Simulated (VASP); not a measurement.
# GaH in VASP: further runs

GaH is run at these levels: PBE; tasks: single point.

All numbers are computed with VASP 6.6.1; they aren't measurements. Logs are shortened: lines on timing, memory, paths and dates and some standing lists are left out, and cuts for length are marked.

### Step 1. The cell of the first run

It takes space group Fm-3m (No. 225, cubic). The conventional cell has a = 4.616 Å, b = 4.616 Å, c = 4.616 Å, α = 90.00°, β = 90.00°, γ = 90.00°. Ga (site symmetry m-3m) has 6 H at 2.31 Å within 3.1 Å. Within 3.1 Å of H (site symmetry m-3m) lie 6 Ga at 2.31 Å.

The cell was generated, and may not be a known phase.

### Step 2. Single point, PBE

INCAR

```
SYSTEM = GaH
ALGO     = Normal         ! electronic algorithm
EDIFF    = 1E-6           ! SCF threshold, eV
ENCUT    = 500            ! plane-wave cutoff, eV
GGA      = PE             ! functional
GGA_COMPAT= .FALSE.      
ISIF     = 2              ! what is computed and relaxed
ISMEAR   = 0              ! smearing method
LASPH    = .TRUE.         ! aspherical terms in the spheres
LCHARG   = .TRUE.         ! write CHGCAR
LELF     = .TRUE.         ! ELF
LREAL    = .FALSE.        ! projectors in reciprocal space
LVHAR    = .TRUE.       
LWAVE    = .FALSE.        ! write WAVECAR
NBANDS   = 14             ! bands
NELM     = 120            ! most SCF steps
PREC     = Accurate       ! precision mode
SIGMA    = 0.15           ! smearing width, eV
```

KPOINTS

```
k-points
0
G
  5 5 5
  0 0 0
```

POSCAR

```
GaH
1.0
    0.0000000000      2.3078787506      2.3078787506
    2.3078787506      0.0000000000      2.3078787506
    2.3078787506      2.3078787506      0.0000000000
Ga H
1 1
Direct
    0.0000000000      0.0000000000      0.0000000000
    0.5000000000      0.5000000000      0.5000000000
```

Potentials or basis: VASP PAW PBE potentials, release 64 (Ga_d, H).

Launch:

```sh
cat potpaw_PBE.64/Ga_d/POTCAR potpaw_PBE.64/H/POTCAR > POTCAR
mpirun -np 1 vasp_std > vasp.out
```

OUTCAR:

```text
SYSTEM = GaH
   EDIFF = 1E-6
   ENCUT = 500
   GGA = PE
   ISIF = 2
   ISMEAR = 0
   LASPH = .TRUE.
   LREAL = .FALSE.
   NELM = 120
   PREC = Accurate

 ion  position               nearest neighbor table
   1  0.000  0.000  0.000-
   2  0.500  0.500  0.500-

  LATTYP: Found a face centered cubic cell.
 ALAT       =     4.6157575012

  Lattice vectors:

 A1 = (   0.0000000000,   2.3078787506,   2.3078787506)
 A2 = (   2.3078787506,   0.0000000000,   2.3078787506)
 A3 = (   2.3078787506,   2.3078787506,   0.0000000000)

Analysis of symmetry for initial positions (statically):
=====================================================================
 Subroutine PRICEL returns:
 Original cell was already a primitive cell.

 Routine SETGRP: Setting up the symmetry group for a
 face centered cubic supercell.

 Subroutine GETGRP returns: Found 48 space group operations
 (whereof 48 operations were pure point group operations)
 out of a pool of 48 trial point group operations.

The static configuration has the point symmetry O_h .

Analysis of symmetry for dynamics (positions and initial velocities):
=====================================================================
 Subroutine PRICEL returns:
 Original cell was already a primitive cell.

 Routine SETGRP: Setting up the symmetry group for a
 face centered cubic supercell.

 Subroutine GETGRP returns: Found 48 space group operations
 (whereof 48 operations were pure point group operations)
 out of a pool of 48 trial point group operations.

The dynamic configuration has the point symmetry O_h .

 Subroutine INISYM returns: Found 48 space group operations
 (whereof 48 operations are pure point group operations),
 and found     1 'primitive' translations

----------------------------------------------------------------------------------------

                                     Primitive cell

  volume of cell :      24.5849

  direct lattice vectors                    reciprocal lattice vectors
     0.000000000  2.307878751  2.307878751    -0.216649163  0.216649163  0.216649163
     2.307878751  0.000000000  2.307878751     0.216649163 -0.216649163  0.216649163
     2.307878751  2.307878751  0.000000000     0.216649163  0.216649163 -0.216649163

  length of vectors
     3.263833429  3.263833429  3.263833429     0.375247358  0.375247358  0.375247358

  position of ions in fractional coordinates (direct lattice)
     0.000000000  0.000000000  0.000000000
     0.500000000  0.500000000  0.500000000

  ion indices of the primitive-cell ions
   primitive index   ion index
                 1           1
                 2           2

----------------------------------------------------------------------------------------

 KPOINTS: k-points

Automatic generation of k-mesh.
 Grid dimensions read from file:
 generate k-points for:    5    5    5

 Generating k-lattice:

  Cartesian coordinates                     Fractional coordinates (reciprocal lattice)
    -0.043329833  0.043329833  0.043329833     0.200000000  0.000000000  0.000000000
     0.043329833 -0.043329833  0.043329833     0.000000000  0.200000000  0.000000000
     0.043329833  0.043329833 -0.043329833     0.000000000  0.000000000  0.200000000

  Length of vectors
     0.075049472  0.075049472  0.075049472

  Shift w.r.t. Gamma in fractional coordinates (k-lattice)
     0.000000000  0.000000000  0.000000000

 Subroutine IBZKPT returns following result:
 ===========================================

 Found     10 irreducible k-points:

 Following reciprocal coordinates:
            Coordinates               Weight
  0.000000  0.000000  0.000000      1.000000
  0.200000  0.000000  0.000000      8.000000
  0.400000  0.000000  0.000000      8.000000
  0.200000  0.200000  0.000000      6.000000
  0.400000  0.200000  0.000000     24.000000
 -0.400000  0.200000  0.000000     24.000000
 -0.200000  0.200000  0.000000     12.000000
  0.400000  0.400000  0.000000      6.000000
 -0.400000  0.400000  0.000000     12.000000
 -0.400000  0.400000  0.200000     24.000000
   k-points           NKPTS =     10   k-points in BZ     NKDIM =     10   number of bands    NBANDS=     14
   number of dos      NEDOS =    301   number of ions     NIONS =      2
   total plane-waves  NPLWV =  13824
   dimension x,y,z NGX =    24 NGY =   24 NGZ =   24
   dimension x,y,z NGXF=    48 NGYF=   48 NGZF=   48
   ions per type =               1   1
   NGX,Y,Z   is equivalent  to a cutoff of  12.22, 12.22, 12.22 a.u.
   NGXF,Y,Z  is equivalent  to a cutoff of  24.45, 24.45, 24.45 a.u.
 SYSTEM =  GaH
   PREC   = accura    normal or accurate (medium, high low for compatibility)
   ISTART =      0    job   : 0-new  1-cont  2-samecut
   ICHARG =      2    charge: 1-file 2-atom 10-const
   ISPIN  =      1    spin polarized calculation?
   LNONCOLLINEAR =      F non collinear calculations
   LSORBIT =      F    spin-orbit coupling
   LASPH  =      T    aspherical Exc in radial PAW
   ENCUT  =  500.0 eV  36.75 Ry    6.06 a.u.   5.95  5.95  5.95*2*pi/ulx,y,z
   NELM   =    120;   NELMIN=  2; NELMDL= -5     # of ELM steps
   EDIFF  = 0.1E-05   stopping-criterion for ELM
   LREAL  =      F    real-space projection
   EDIFFG = 0.1E-04   stopping-criterion for IOM
   NSW    =      0    number of steps for IOM
   IBRION =     -1    ionic relax: 0-MD 1-quasi-New 2-CG
   NFREE  =      0    steps in history (QN), initial steepest desc. (CG)
   ISIF   =      2    stress and relaxation
   ISYM   =      2    0-nonsym 1-usesym 2-fastsym
   POTIM  = 0.5000    time-step for ionic-motion
   TEBEG  =    0.0;   TEEND  =   0.0 temperature during run
   PSTRESS=    0.0 pullay stress
   NELECT =      14.0000    total number of electrons
   NUPDOWN=      -1.0000    fix difference up-down
   EMIN   =  10.00;   EMAX   =-10.00  energy-range for DOS
   EFERMI =   0.00;   METHOD = LEGACY
   ISMEAR =     0;   SIGMA  =   0.15  broadening in eV -4-tet -1-fermi 0-gaus
   EFERMI_NEDOS =   21; number of points for ismear=-14 and -15
   IALGO  =     38    algorithm
   IMIX   =      4    mixing-type and parameters
     AMIX     =   0.40;   BMIX     =  1.00
     AMIX_MAG =   1.60;   BMIX_MAG =  1.00
  volume/ion in A,a.u.               =      12.29        82.95
  Fermi-wavevector in a.u.,A,eV,Ry     =   1.356942  2.564248 25.052282  1.841291
  Thomas-Fermi vector in A             =   2.483902
   LORBIT       =      0    0 simple, 1 ext, 2 COOP (PROOUT), +10 PAW based schemes
   GGA     = PE    functional components
   LHFCALC =     F    Hartree Fock is set to
   AEXX    =    0.0000 exact exchange contribution
   IVDW    =     0    specifies the selected vdW correction
   LEPSILON=     F    determine dielectric tensor
   LRPA    =     F    only Hartree local field effects (RPA)
 non-spin polarized calculation
 Gauss-broadening in eV      SIGMA  =   0.15
  energy-cutoff  :      500.00
  volume of cell :       24.58
 maximum number of plane-waves:       635
   NGX = 11   NGY = 11   NGZ = 11

 number of electron      13.9999997 magnetization

 Free energy of the ion-electron system (eV)
  ---------------------------------------------------
  ext. energy  EPLUGINS =         0.00000000
  ---------------------------------------------------
  free energy    TOTEN  =        -5.31271849 eV

  energy without entropy =       -5.30433368  energy(sigma->0) =       -5.30852609

 E-fermi :   4.6034     XC(G=0): -10.4272

 val. band max:        3.9231321627   @ k =  -0.2000   0.2000   0.0000
 cond. band min:       4.7254361923   @ k =  -0.4000   0.4000   0.2000
 fundamental gap:      0.8023040296
 Fermi energy:         4.6034213385

 k-point     1 :       0.0000    0.0000    0.0000
  band No.  band energies     occupation
      1     -10.6002      2.00000
      2     -10.6002      2.00000
      3     -10.6002      2.00000
      4     -10.5396      2.00000
      5     -10.5396      2.00000
      6      -6.7535      2.00000
      7       9.0493      0.00000
      8      12.9678      0.00000
      9      12.9678      0.00000
     10      12.9678      0.00000
     11      17.5623      0.00000
     12      17.5623      0.00000
     13      17.5623      0.00000
     14      18.3364      0.00000

 k-point     2 :       0.2000    0.0000    0.0000
  band No.  band energies     occupation
      1     -10.6054      2.00000
      2     -10.5862      2.00000
      3     -10.5862      2.00000
      4     -10.5351      2.00000
      5     -10.5351      2.00000
      6      -5.9133      2.00000
      7       5.9459      0.00000
      8      11.2531      0.00000
      9      12.2360      0.00000
     10      12.2360      0.00000
     11      16.8176      0.00000
     12      18.0444      0.00000
     13      18.0444      0.00000
     14      20.1095      0.00000

 k-point     3 :       0.4000    0.0000    0.0000
  band No.  band energies     occupation
      1     -10.6207      2.00000
      2     -10.5979      2.00000
      3     -10.5979      2.00000
      4     -10.4929      2.00000
      5     -10.4929      2.00000
      6      -3.4068      2.00000
      7       0.7866      2.00000
      8      10.2198      0.00000
      9      11.6566      0.00000
     10      11.6566      0.00000
     11      15.6493      0.00000
     12      15.6493      0.00000
     13      15.9704      0.00000
     14      23.9072      0.00000
[... 86 lines left out ...]
 k-point     9 :      -0.4000    0.4000    0.0000
  band No.  band energies     occupation
      1     -10.6768      2.00000
      2     -10.6379      2.00000
      3     -10.5074      2.00000
      4     -10.5004      2.00000
      5     -10.4803      2.00000
      6      -0.2391      2.00000
      7       2.0345      2.00000
      8       2.3991      2.00000
      9       8.1299      0.00000
     10       8.2018      0.00000
     11      14.8780      0.00000
     12      22.9947      0.00000
     13      23.6278      0.00000
     14      25.3473      0.00000

 k-point    10 :      -0.4000    0.4000    0.2000
  band No.  band energies     occupation
      1     -10.6399      2.00000
      2     -10.6076      2.00000
      3     -10.5564      2.00000
      4     -10.5147      2.00000
      5     -10.4834      2.00000
      6      -1.2491      2.00000
      7       1.9263      2.00000
      8       4.7254      0.24999
      9       5.0793      0.00001
     10      12.0751      0.00000
     11      16.8477      0.00000
     12      17.9714      0.00000
     13      22.3892      0.00000
     14      25.2292      0.00000

------------------------ aborting loop because EDIFF is reached ----------------------------------------

  FORCE on cell =-STRESS in cart. coord.  units (eV):
  Direction    XX          YY          ZZ          XY          YZ          ZX
  --------------------------------------------------------------------------------------
  -------------------------------------------------------------------------------------
  Total       -0.1064408     -0.1064408     -0.1064408      0.0000000      0.0000000      0.0000000
  in kB       -6.9366473     -6.9366473     -6.9366473      0.0000000      0.0000000      0.0000000
  external PRESSURE =      -6.9366473 kB  Pullay stress =       0.0000000 kB

 VOLUME and BASIS-vectors are now :
 -----------------------------------------------------------------------------
  energy-cutoff  :      500.00
  volume of cell :       24.58
      direct lattice vectors                 reciprocal lattice vectors
     0.000000000  2.307878751  2.307878751    -0.216649163  0.216649163  0.216649163
     2.307878751  0.000000000  2.307878751     0.216649163 -0.216649163  0.216649163
     2.307878751  2.307878751  0.000000000     0.216649163  0.216649163 -0.216649163

 POSITION                                       TOTAL-FORCE (eV/Angst)
 -----------------------------------------------------------------------------------
      0.00000      0.00000      0.00000         0.000000      0.000000      0.000000
      2.30788      2.30788      2.30788         0.000000     -0.000000     -0.000000
 -----------------------------------------------------------------------------------
    total drift:                                0.000000     -0.000000     -0.000000

  FREE ENERGIE OF THE ION-ELECTRON SYSTEM (eV)
  ---------------------------------------------------
  free  energy   TOTEN  =        -5.3127184898 eV

  energy  without entropy=       -5.3043336831  energy(sigma->0) =       -5.30852609
```

Run time: 4 s. Hardware: 1 thread of AMD EPYC 7R13 (Zen 3), shared host; peak memory 0.1 GiB.

Results:

- Free energy: -5.3127 eV
- Pressure: -0.7 GPa
- Band gap on the k mesh: zero (bands 7 and 8 overlap by 6.65 eV)

Caveat: the k points lie up to 0.47 Å⁻¹ apart, too coarse for converged energies and pressures of a metal.

### Step 3. Single point, PBE

This run uses another cell than the first one, of 12.23 Å³/atom.

INCAR

```
SYSTEM = GaH
PREC = Accurate
ENCUT = 500
EDIFF = 1E-6
ISMEAR = 0
SIGMA = 0.15
LREAL = .FALSE.
LASPH = .TRUE.
NELM = 120
ALGO = Normal
ISIF = 2
LWAVE = .FALSE.
LCHARG = .FALSE.
GGA = PE
NBANDS = 14
GGA_COMPAT = .FALSE.
```

KPOINTS

```
regular mesh
0
G
  5 5 5
  0 0 0
```

POSCAR

```
GaH
1.0
    1.6210542291      0.9359160940      2.6866268829
   -1.6210542291      0.9359160940      2.6866268829
    0.0000000000     -1.8718321926      2.6866268813
Ga H
1 1
Direct
    0.0000000000      0.0000000000      0.0000000000
    0.5000000000      0.5000000000      0.5000000000
```

Potentials or basis: VASP PAW PBE potentials, release 64 (Ga_d, H).

Launch:

```sh
cat potpaw_PBE.64/Ga_d/POTCAR potpaw_PBE.64/H/POTCAR > POTCAR
mpirun -np 1 vasp_std > vasp.out
```

Wall time 4.9 s (1 thread of AMD EPYC 7R13 (Zen 3), shared host); peak memory 0.11 GiB.

It converged, with:

* Free energy: -5.3128 eV
* Pressure: -0.5 GPa
* Band gap on the k mesh: zero (bands 7 and 8 overlap by 6.70 eV)

Stress tensor (GPa, compression positive):
```
-0.34  0.00  0.00
 0.00 -0.34  0.00
 0.00  0.00 -0.71
```

Levels at points of the mesh, in eV from the Fermi level:
```csv
k point,band 5,band 6,band 7,band 8,band 9,band 10
"(0.00, 0.00, 0.00)",-15.14,-11.39,4.48,8.17,8.53,8.53
```

Caveat: the k points lie up to 0.47 Å⁻¹ apart, too coarse for converged energies and pressures of a metal.

The gap in the log of VASP goes by the Fermi energy; the results here count the filled bands.